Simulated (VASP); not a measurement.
Runs of VASP 6.6.1 on BP. The structure is that of space group Cmmm (No. 65), or close to it. The cells are those of the table. 

```tsv
task	cell	k mesh	cutoff (eV)	gap on the mesh (eV)	pressure (GPa)	relaxed volume (Å³/atom)	largest force (eV/Å)
single point	a = 5.105, b = 5.105, c = 3.521 Å, angles 90.0, 90.0, 143.7°, 4 atoms	6 × 6 × 6	520	none	-0.2	-	0.06
single point	a = 5.068, b = 5.068, c = 3.565 Å, angles 90.0, 90.0, 143.5°, 4 atoms	6 × 6 × 4	520	none	-0.2	-	0.05
single point	a = 5.019, b = 5.019, c = 3.524 Å, angles 90.0, 90.0, 143.0°, 4 atoms	16 × 16 × 14	520	none	-0.2	-	0.05
relaxation of cell and atoms	relaxed from a = 3.522, b = 3.522, c = 4.581 Å, angles 90.0, 90.0, 113.0°, 4 atoms	6 × 6 × 4	600	none	0.1	(a)	0.04
relaxation of cell and atoms	relaxed from a = 5.068, b = 5.068, c = 3.565 Å, angles 90.0, 90.0, 143.5°, 4 atoms	6 × 6 × 6	600	none	0.0	13.59	0.04
```

Alike in all rows: level PBE; potentials or basis VASP PAW PBE potentials, release 64 (B, P); no spin polarisation; smearing gaussian 0.1 eV.

**Question.** Fill in the values left out.

**Answer.** (a) 11.83.

Caveats: some runs use coarse meshes.

A gap of «none» marks levels without a gap at the run's occupations.
